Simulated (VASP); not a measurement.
Wanted: the native input for a VASP 6.6.1 run.

```
Task                   : single point
Functional             : r2SCAN
Potentials or basis    : VASP PAW PBE potentials, release 64 (Ti_sv, O)
Cutoff                 : 520 eV
k mesh                 : 8 × 8 × 8
Occupations            : gaussian, width 0.05 eV
Spin                   : no spin polarisation
Hubbard terms          : Ti d U = 4.0 eV
Dipole correction      : no
Further INCAR settings : ALGO = Normal; EDIFF = 1e-07; NBANDS = 33
```

Crystal: TiO2.

```
Ti O
1.0
    -1.89832    1.89832    5.37415
     1.89832   -1.89832    5.37415
     1.89832    1.89832   -5.37415
Ti O
2 4
Direct
  0.00000 0.00000 0.00000
  0.75000 0.25000 0.50000
  0.20611 0.20611 0.00000
  0.95611 0.45611 0.50000
  0.54389 0.04389 0.50000
  0.79389 0.79389 0.00000
```

This cell differs from its parent crystal: strain +0.1125 x Voigt [0, 0, 1, 0, 0, 0].

One way to write it, as run:

POSCAR

```
TiO2
1.0
   -1.8983179345      1.8983179345      5.3741547464
    1.8983179345     -1.8983179345      5.3741547464
    1.8983179345      1.8983179345     -5.3741547464
Ti O
2 4
Direct
    0.0000000000      0.0000000000      0.0000000000
    0.7500000000      0.2500000000      0.5000000000
    0.2061136456      0.2061136456      0.0000000000
    0.9561136456      0.4561136456      0.5000000000
    0.5438863544      0.0438863544      0.5000000000
    0.7938863544      0.7938863544      0.0000000000
```

INCAR.step1

```
SYSTEM = TiO2
  ALGO = Normal
  EDIFF = 1E-4
  ENCUT = 520
  GGA = PE
  ISMEAR = 0
  LASPH = .True.
  LCHARG = .False.
  LDAU = .True.
  LDAUJ = 0 0
  LDAUL = 2 -1
  LDAUTYPE = 2
  LDAUU = 4 0
  LMAXMIX = 4
  LREAL = .False.
  LWAVE = .True.
  NBANDS = 33
  NELM = 150
  PREC = Accurate
  SIGMA = 0.05
```

INCAR.step2

```
SYSTEM = TiO2
  ALGO = Normal
  EDIFF = 1E-7
  ENCUT = 520
  ISIF = 2
  ISMEAR = 0
  ISTART = 1
  LASPH = .True.
  LCHARG = .True.
  LDAU = .True.
  LDAUJ = 0 0
  LDAUL = 2 -1
  LDAUPRINT = 1
  LDAUTYPE = 2
  LDAUU = 4 0
  LELF = .True.
  LMAXMIX = 4
  LMIXTAU = .True.
  LREAL = .False.
  LVHAR = .True.
  LWAVE = .False.
  METAGGA = R2SCAN
  NBANDS = 33
  NELM = 150
  PREC = Accurate
  SIGMA = 0.05
```

KPOINTS

```
k-points
0
Gamma
  8 8 8
  0 0 0
```

Potentials or basis: VASP PAW PBE potentials, release 64 (Ti_sv, O).

Command:

```sh
$ cat potpaw_PBE.64/Ti_sv/POTCAR potpaw_PBE.64/O/POTCAR > POTCAR
$ cp INCAR.step1 INCAR
$ mpirun -np 1 vasp_std > vasp.out
$ cp INCAR.step2 INCAR
$ mpirun -np 1 vasp_std > vasp.out
```

Results of the run:

```json
{
 "Pressure": "-13.3 GPa",
 "Largest force": "0.923 eV/Å",
 "Band gap on the k mesh": "2.92 eV (least direct gap 3.26 eV)"
}
```

Caveat: the cell differs from its parent crystal (strain +0.1125 x Voigt [0, 0, 1, 0, 0, 0]); the stress differs along the axes, from -24 to -8 GPa; the PAW data sets were made with another functional, which shifts forces and pressure a little.

It took 40 min on 1 thread of Oxide Virtual Turin-like Processor, on a shared host, peak memory 0.39 GiB.
